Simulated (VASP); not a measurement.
Here is a VASP 6.6.1 calculation.

Contents of INCAR:

```
ALGO = Normal
EDIFF = 1E-8
ENCUT = 520
ISIF = 2
ISMEAR = 0
LASPH = T
LCALCEPS = T
LCHARG = F
LMIXTAU = T
LREAL = F
LWAVE = F
METAGGA = R2SCAN
NELM = 80
PREC = Accurate
SIGMA = 0.01
```

The input KPOINTS:

```
k-points
0
Gamma
  6 6 6
```

The input POSCAR:

```
SrCl2
1.0
    0.0000000000      3.4977180848      3.4977180848
    3.4977180848      0.0000000000      3.4977180848
    3.4977180848      3.4977180848      0.0000000000
Sr Cl
1 2
Direct
    0.0000000000      0.0000000000      0.0000000000
    0.2500000000      0.2500000000      0.2500000000
    0.7500000000      0.7500000000      0.7500000000
```

Potentials or basis: VASP PAW PBE potentials, release 64 (Sr_sv, Cl).

The run is started by

```sh
$ cat potpaw_PBE.64/Sr_sv/POTCAR potpaw_PBE.64/Cl/POTCAR > POTCAR
$ mpirun -np 1 vasp_std > vasp.out
```

Problem. Estimate the electronic dielectric tensor (diagonal).

Solution. 2.77.

Problem. What does it give for the Born charges (mean of the diagonal)?

Solution. Sr +2.46; Cl -1.23 e.

Problem. Predict the band gap on the k mesh.

Solution. 5.94 eV (least direct gap 5.99 eV).

Electronic dielectric tensor:
```
2.77 0.00 0.00
0.00 2.77 0.00
0.00 0.00 2.77
```

Caveat: the structure was generated, so it needn't be the stable form of SrCl2. A k mesh can miss the band edges.
